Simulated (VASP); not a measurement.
Write the native input for VASP 6.6.1 that does the following.

```
Task                   : relaxation of cell and atoms
Functional             : r2SCAN
Potentials or basis    : VASP PAW PBE potentials, release 64 (Sr_sv, Y_sv)
Cutoff                 : 600 eV
k mesh                 : 4 × 4 × 4
Occupations            : gaussian, width 0.1 eV
Spin                   : no spin polarisation
Dipole correction      : no
Further INCAR settings : ALGO = Normal; EDIFF = 1e-07; IBRION = 2; EDIFFG = -0.04; NSW = 90; ISIF = 3
```

Crystal: Sr2Y.

```
CELL_PARAMETERS angstrom
0.00000 4.52559 4.52559
4.52559 0.00000 4.52559
4.52559 4.52559 0.00000
ATOMIC_POSITIONS crystal
Sr 0.62500 0.62500 0.62500
Sr 0.12500 0.62500 0.62500
Sr 0.62500 0.62500 0.12500
Sr 0.62500 0.12500 0.62500
Y 0.00000 0.00000 0.00000
Y 0.25000 0.25000 0.25000
```

One way to write it, as run:

POSCAR

```
Sr2Y
1.0
    0.0000000000      4.5255871631      4.5255871631
    4.5255871631      0.0000000000      4.5255871631
    4.5255871631      4.5255871631      0.0000000000
Sr Y
4 2
Direct
    0.6250000000      0.6250000000      0.6250000000
    0.1250000000      0.6250000000      0.6250000000
    0.6250000000      0.6250000000      0.1250000000
    0.6250000000      0.1250000000      0.6250000000
    0.0000000000      0.0000000000      0.0000000000
    0.2500000000      0.2500000000      0.2500000000
```

INCAR.step1

```
ALGO     = Normal         # electronic algorithm
EDIFF    = 1E-4           # SCF threshold, eV
ENCUT    = 600            # plane-wave cutoff, eV
GGA      = PE             # functional
ISMEAR   = 0              # smearing method
LASPH    = T              # aspherical terms in the spheres
LCHARG   = F              # write CHGCAR
LREAL    = F              # projectors in reciprocal space
LWAVE    = T              # write WAVECAR
NELM     = 100            # most SCF steps
PREC     = Accurate       # precision mode
SIGMA    = 0.1            # smearing width, eV
```

INCAR.step2

```
ALGO     = Normal         # electronic algorithm
EDIFF    = 1E-7           # SCF threshold, eV
EDIFFG   = -0.04          # ionic threshold
ENCUT    = 600            # plane-wave cutoff, eV
IBRION   = 2              # ionic algorithm
ISIF     = 3              # what is computed and relaxed
ISMEAR   = 0              # smearing method
ISTART   = 1            
LASPH    = T              # aspherical terms in the spheres
LCHARG   = F              # write CHGCAR
LMIXTAU  = T            
LREAL    = F              # projectors in reciprocal space
LWAVE    = F              # write WAVECAR
METAGGA  = R2SCAN         # meta-GGA
NELM     = 100            # most SCF steps
NSW      = 90             # ionic steps
PREC     = Accurate       # precision mode
SIGMA    = 0.1            # smearing width, eV
```

KPOINTS

```
k-points
0
Gamma
  4 4 4
```

Potentials or basis: VASP PAW PBE potentials, release 64 (Sr_sv, Y_sv).

Command:

```console
$ cat potpaw_PBE.64/Sr_sv/POTCAR potpaw_PBE.64/Y_sv/POTCAR > POTCAR
$ cp INCAR.step1 INCAR
$ mpirun -np 1 vasp_std > vasp.out
$ cp INCAR.step2 INCAR
$ mpirun -np 1 vasp_std > vasp.out
```

It gave:

```yaml
Relaxed_volume: 46.49 Å³/atom
Relaxed_cell: a = 7.334 Å, b = 7.334 Å, c = 7.334 Å, α = 60.00°, β = 60.00°, γ = 60.00°
Space_group_after_relaxing_to_0.1_Å: Fd-3m (No. 227)
Energy_gained_by_relaxing: 487.0 meV/atom
Ionic_steps: 4
Pressure_after_relaxing: 0.0 GPa
Band_gap_on_the_k_mesh: zero (bands 31 and 32 overlap by 0.50 eV)
```

Caveat: the volume moved by over 15 % at a fixed basis, so the end points are rough; the PAW data sets were made with another functional, which shifts forces and pressure a little.

Run time: 69 min on 1 thread of Oxide Virtual Turin-like Processor (shared host), peak memory 0.46 GiB.
